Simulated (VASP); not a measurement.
# SnSe3 (I4/mmm) in VASP: notebook

Runs on SnSe3. Level: PBE. Tasks: single point, relaxation of cell and atoms.

Everything below comes from runs of VASP 6.6.1. Logs are shortened: lines on timing, memory, paths and dates and some standing lists are left out, and cuts for length are marked.

### Step 1. The cell of the first run

The structure is tetragonal, space group I4/mmm (No. 139). Conventional cell: a = 3.930 Å, b = 3.930 Å, c = 14.430 Å, α = 90.00°, β = 90.00°, γ = 90.00°. Sn (site symmetry 4/mmm) has 4 Se at 2.78 Å within 3.7 Å. Within 3.7 Å of Se (site symmetry 4/mmm) lie 4 Sn at 2.78 Å. Se (site symmetry -4m2) has 4 Se at 2.78 Å within 3.7 Å.

### Step 2. Single point, PBE

INCAR reads:

```
SYSTEM = SnSe3
PREC     = Accurate       ! precision mode
ENCUT    = 520            ! plane-wave cutoff, eV
EDIFF    = 1E-6           ! SCF threshold, eV
ISMEAR   = 0              ! smearing method
SIGMA    = 0.1            ! smearing width, eV
LREAL    = .False.        ! projectors in reciprocal space
LASPH    = .True.         ! aspherical terms in the spheres
NELM     = 60             ! most SCF steps
ALGO     = Normal         ! electronic algorithm
ISIF     = 2              ! what is computed and relaxed
LWAVE    = .False.        ! write WAVECAR
LCHARG   = .True.         ! write CHGCAR
GGA      = PE             ! functional
LELF     = .True.         ! ELF
LVHAR    = .True.       
NBANDS   = 24             ! bands
```

KPOINTS reads:

```
regular mesh
0
Gamma
  6 6 6
  0 0 0
```

POSCAR reads:

```
SnSe3
1.0
   -1.9647581719      1.9647581719      7.2149769634
    1.9647581719     -1.9647581719      7.2149769634
    1.9647581719      1.9647581719     -7.2149769634
Sn Se
1 3
Direct
    0.0000000000      0.0000000000      0.0000000000
    0.5000000000      0.5000000000      0.0000000000
    0.2500000000      0.7500000000      0.5000000000
    0.7500000000      0.2500000000      0.5000000000
```

Potentials or basis: VASP PAW PBE potentials, release 64 (Sn_d, Se).

Run with:

```bash
$ cat potpaw_PBE.64/Sn_d/POTCAR potpaw_PBE.64/Se/POTCAR > POTCAR
$ mpirun -np 1 vasp_std > vasp.out
```

OUTCAR:

```text
SYSTEM = SnSe3
   PREC = Accurate
   ENCUT = 520
   EDIFF = 1E-6
   ISMEAR = 0
   LREAL = .False.
   LASPH = .True.
   NELM = 60
   ISIF = 2
   GGA = PE

 ion  position               nearest neighbor table
   1  0.000  0.000  0.000-   2 2.78   2 2.78   2 2.78   2 2.78
   2  0.500  0.500  0.000-   1 2.78   1 2.78   1 2.78   1 2.78
   3  0.250  0.750  0.500-   4 2.78   4 2.78   4 2.78   4 2.78
   4  0.750  0.250  0.500-   3 2.78   3 2.78   3 2.78   3 2.78

  LATTYP: Found a body centered tetragonal cell.
 ALAT       =     3.9295163438
 C/A-ratio  =     3.6721959306

  Lattice vectors:

 A1 = (  -1.9647581719,   1.9647581719,   7.2149769634)
 A2 = (   1.9647581719,  -1.9647581719,   7.2149769634)
 A3 = (   1.9647581719,   1.9647581719,  -7.2149769634)

Analysis of symmetry for initial positions (statically):
=====================================================================
 Subroutine PRICEL returns:
 Original cell was already a primitive cell.

 Routine SETGRP: Setting up the symmetry group for a
 body centered tetragonal supercell.

 Subroutine GETGRP returns: Found 16 space group operations
 (whereof 16 operations were pure point group operations)
 out of a pool of 16 trial point group operations.

The static configuration has the point symmetry D_4h.

Analysis of symmetry for dynamics (positions and initial velocities):
=====================================================================
 Subroutine PRICEL returns:
 Original cell was already a primitive cell.

 Routine SETGRP: Setting up the symmetry group for a
 body centered tetragonal supercell.

 Subroutine GETGRP returns: Found 16 space group operations
 (whereof 16 operations were pure point group operations)
 out of a pool of 16 trial point group operations.

The dynamic configuration has the point symmetry D_4h.

 Subroutine INISYM returns: Found 16 space group operations
 (whereof 16 operations are pure point group operations),
 and found     1 'primitive' translations

----------------------------------------------------------------------------------------

                                     Primitive cell

  volume of cell :     111.4072

  direct lattice vectors                    reciprocal lattice vectors
    -1.964758172  1.964758172  7.214976963     0.000000000  0.254484245  0.069300291
     1.964758172 -1.964758172  7.214976963     0.254484245  0.000000000  0.069300291
     1.964758172  1.964758172 -7.214976963     0.254484245  0.254484245  0.000000000

  length of vectors
     7.731522614  7.731522614  7.731522614     0.263751325  0.263751325  0.359895071

  position of ions in fractional coordinates (direct lattice)
     0.000000000  0.000000000  0.000000000
     0.500000000  0.500000000  0.000000000
     0.250000000  0.750000000  0.500000000
     0.750000000  0.250000000  0.500000000

  ion indices of the primitive-cell ions
   primitive index   ion index
                 1           1
                 2           2
                 3           3
                 4           4

----------------------------------------------------------------------------------------

 KPOINTS: regular mesh

Automatic generation of k-mesh.
 Grid dimensions read from file:
 generate k-points for:    6    6    6

 Generating k-lattice:

  Cartesian coordinates                     Fractional coordinates (reciprocal lattice)
     0.000000000  0.042414041  0.011550048     0.166666667 -0.000000000  0.000000000
     0.042414041  0.000000000  0.011550048    -0.000000000  0.166666667  0.000000000
     0.042414041  0.042414041  0.000000000     0.000000000  0.000000000  0.166666667

  Length of vectors
     0.043958554  0.043958554  0.059982512

  Shift w.r.t. Gamma in fractional coordinates (k-lattice)
     0.000000000  0.000000000  0.000000000

 Subroutine IBZKPT returns following result:
 ===========================================

 Found     30 irreducible k-points:

 Following reciprocal coordinates:
            Coordinates               Weight
  0.000000  0.000000  0.000000      1.000000
  0.166667 -0.000000  0.000000      8.000000
  0.333333 -0.000000  0.000000      8.000000
  0.500000  0.000000  0.000000      4.000000
  0.166667  0.166667  0.000000      8.000000
  0.333333  0.166667  0.000000     16.000000
[... 16 lines left out ...]
 -0.333333 -0.333333  0.166667      8.000000
 -0.166667 -0.333333  0.166667      8.000000
 [... further k-points ...]
   k-points           NKPTS =     30   k-points in BZ     NKDIM =     30   number of bands    NBANDS=     24
   number of dos      NEDOS =    301   number of ions     NIONS =      4
   total plane-waves  NPLWV = 216000
   dimension x,y,z NGX =    60 NGY =   60 NGZ =   60
   dimension x,y,z NGXF=   120 NGYF=  120 NGZF=  120
   ions per type =               1   3
   NGX,Y,Z   is equivalent  to a cutoff of  12.90, 12.90, 12.90 a.u.
   NGXF,Y,Z  is equivalent  to a cutoff of  25.80, 25.80, 25.80 a.u.
 SYSTEM =  SnSe3
   PREC   = accura    normal or accurate (medium, high low for compatibility)
   ISTART =      0    job   : 0-new  1-cont  2-samecut
   ICHARG =      2    charge: 1-file 2-atom 10-const
   ISPIN  =      1    spin polarized calculation?
   LNONCOLLINEAR =      F non collinear calculations
   LSORBIT =      F    spin-orbit coupling
   LASPH  =      T    aspherical Exc in radial PAW
   ENCUT  =  520.0 eV  38.22 Ry    6.18 a.u.  14.38 14.38 14.38*2*pi/ulx,y,z
   NELM   =     60;   NELMIN=  2; NELMDL= -5     # of ELM steps
   EDIFF  = 0.1E-05   stopping-criterion for ELM
   LREAL  =      F    real-space projection
   EDIFFG = 0.1E-04   stopping-criterion for IOM
   NSW    =      0    number of steps for IOM
   IBRION =     -1    ionic relax: 0-MD 1-quasi-New 2-CG
   NFREE  =      0    steps in history (QN), initial steepest desc. (CG)
   ISIF   =      2    stress and relaxation
   ISYM   =      2    0-nonsym 1-usesym 2-fastsym
   POTIM  = 0.5000    time-step for ionic-motion
   TEBEG  =    0.0;   TEEND  =   0.0 temperature during run
   PSTRESS=    0.0 pullay stress
   NELECT =      32.0000    total number of electrons
   NUPDOWN=      -1.0000    fix difference up-down
   EMIN   =  10.00;   EMAX   =-10.00  energy-range for DOS
   EFERMI =   0.00;   METHOD = LEGACY
   ISMEAR =     0;   SIGMA  =   0.10  broadening in eV -4-tet -1-fermi 0-gaus
   EFERMI_NEDOS =   21; number of points for ismear=-14 and -15
   IALGO  =     38    algorithm
   IMIX   =      4    mixing-type and parameters
     AMIX     =   0.40;   BMIX     =  1.00
     AMIX_MAG =   1.60;   BMIX_MAG =  1.00
  volume/ion in A,a.u.               =      27.85       187.95
  Fermi-wavevector in a.u.,A,eV,Ry     =   1.080158  2.041202 15.874466  1.166740
  Thomas-Fermi vector in A             =   2.216141
   LORBIT       =      0    0 simple, 1 ext, 2 COOP (PROOUT), +10 PAW based schemes
   GGA     = PE    functional components
   LHFCALC =     F    Hartree Fock is set to
   AEXX    =    0.0000 exact exchange contribution
   IVDW    =     0    specifies the selected vdW correction
   LEPSILON=     F    determine dielectric tensor
   LRPA    =     F    only Hartree local field effects (RPA)
 non-spin polarized calculation
 Gauss-broadening in eV      SIGMA  =   0.10
  energy-cutoff  :      520.00
  volume of cell :      111.41
 maximum number of plane-waves:      3026
 NGX is ok and might be reduce to    60
   NGX = 29   NGY = 29   NGZ = 29

 number of electron      32.0000003 magnetization

 Free energy of the ion-electron system (eV)
  ---------------------------------------------------
  ext. energy  EPLUGINS =         0.00000000
  ---------------------------------------------------
  free energy    TOTEN  =       -14.05259892 eV

  energy without entropy =      -14.02470630  energy(sigma->0) =      -14.03865261

 E-fermi :   3.6465     XC(G=0):  -9.1729

 val. band max:        3.6444561537   @ k =   0.5000   0.5000   0.3333
 cond. band min:       3.6648989785   @ k =   0.1667   0.1667   0.0000
 fundamental gap:      0.0204428248
 Fermi energy:         3.6464680863

 k-point     1 :       0.0000    0.0000    0.0000
  band No.  band energies     occupation
      1     -18.0409      2.00000
      2     -17.9561      2.00000
      3     -17.9561      2.00000
      4     -17.8825      2.00000
      5     -17.8730      2.00000
      6     -10.9727      2.00000
[... 16 lines left out ...]
     23      10.2719      0.00000
     24      10.2719      0.00000

 k-point     2 :       0.1667   -0.0000    0.0000
  band No.  band energies     occupation
      1     -18.0355      2.00000
      2     -17.9586      2.00000
      3     -17.9559      2.00000
      4     -17.8786      2.00000
      5     -17.8762      2.00000
      6     -10.7582      2.00000
[... 16 lines left out ...]
     23       9.3658      0.00000
     24       9.9134      0.00000

 k-point     3 :       0.3333   -0.0000    0.0000
  band No.  band energies     occupation
      1     -18.0255      2.00000
      2     -17.9637      2.00000
      3     -17.9555      2.00000
      4     -17.8898      2.00000
      5     -17.8628      2.00000
      6     -10.1316      2.00000
[... 16 lines left out ...]
     23      11.4566      0.00000
     24      11.7095      0.00000
[... 514 lines left out ...]
 k-point    23 :      -0.3333   -0.3333    0.1667
  band No.  band energies     occupation
      1     -18.0304      2.00000
      2     -17.9586      2.00000
      3     -17.9582      2.00000
      4     -17.8855      2.00000
      5     -17.8699      2.00000
      6     -10.5341      2.00000
[... 16 lines left out ...]
     23      10.6912      0.00000
     24      11.1782      0.00000

 k-point    24 :      -0.1667   -0.3333    0.1667
  band No.  band energies     occupation
      1     -18.0355      2.00000
      2     -17.9586      2.00000
      3     -17.9559      2.00000
      4     -17.8786      2.00000
      5     -17.8762      2.00000
      6     -10.7463      2.00000
[... 16 lines left out ...]
     23       9.8683      0.00000
     24      10.0343      0.00000

 [... further k-points ...]

------------------------ aborting loop because EDIFF is reached ----------------------------------------

  FORCE on cell =-STRESS in cart. coord.  units (eV):
  Direction    XX          YY          ZZ          XY          YZ          ZX
  --------------------------------------------------------------------------------------
  -------------------------------------------------------------------------------------
  Total       -0.0739365     -0.0739365      0.0333044      0.0000000      0.0000000     -0.0000000
  in kB       -1.0633011     -1.0633011      0.4789603      0.0000000      0.0000000     -0.0000000
  external PRESSURE =      -0.5492140 kB  Pullay stress =       0.0000000 kB

 VOLUME and BASIS-vectors are now :
 -----------------------------------------------------------------------------
  energy-cutoff  :      520.00
  volume of cell :      111.41
      direct lattice vectors                 reciprocal lattice vectors
    -1.964758172  1.964758172  7.214976963     0.000000000  0.254484245  0.069300291
     1.964758172 -1.964758172  7.214976963     0.254484245  0.000000000  0.069300291
     1.964758172  1.964758172 -7.214976963     0.254484245  0.254484245  0.000000000

 POSITION                                       TOTAL-FORCE (eV/Angst)
 -----------------------------------------------------------------------------------
      0.00000      0.00000      0.00000        -0.000000      0.000000      0.000000
      0.00000      0.00000      7.21498        -0.000000      0.000000      0.000000
      1.96476     -0.00000      3.60749         0.000000      0.000000     -0.000000
     -0.00000      1.96476      3.60749        -0.000000     -0.000000      0.000000
 -----------------------------------------------------------------------------------
    total drift:                               -0.000000      0.000000     -0.000000

  FREE ENERGIE OF THE ION-ELECTRON SYSTEM (eV)
  ---------------------------------------------------
  free  energy   TOTEN  =       -14.0525989185 eV

  energy  without entropy=      -14.0247062969  energy(sigma->0) =      -14.03865261
```

Wall time 6.1 min (1 thread of Intel Xeon Platinum 8375C at 2.90GHz (Ice Lake), shared host); peak memory 0.5 GiB.

Results:

- Free energy: -14.0526 eV
- Pressure: -0.1 GPa
- Band gap on the k mesh: zero (band 16 reaches 4.32 eV, above the bottom of band 17 at 2.88 eV)

Stress tensor (GPa, compression positive):
```
-0.11  0.00  0.00
 0.00 -0.11  0.00
 0.00  0.00  0.05
```

Caveat: the k points lie up to 0.38 Å⁻¹ apart; spin-orbit coupling is left out, which moves the levels of the heavy elements.

[end of part 1 of 2]
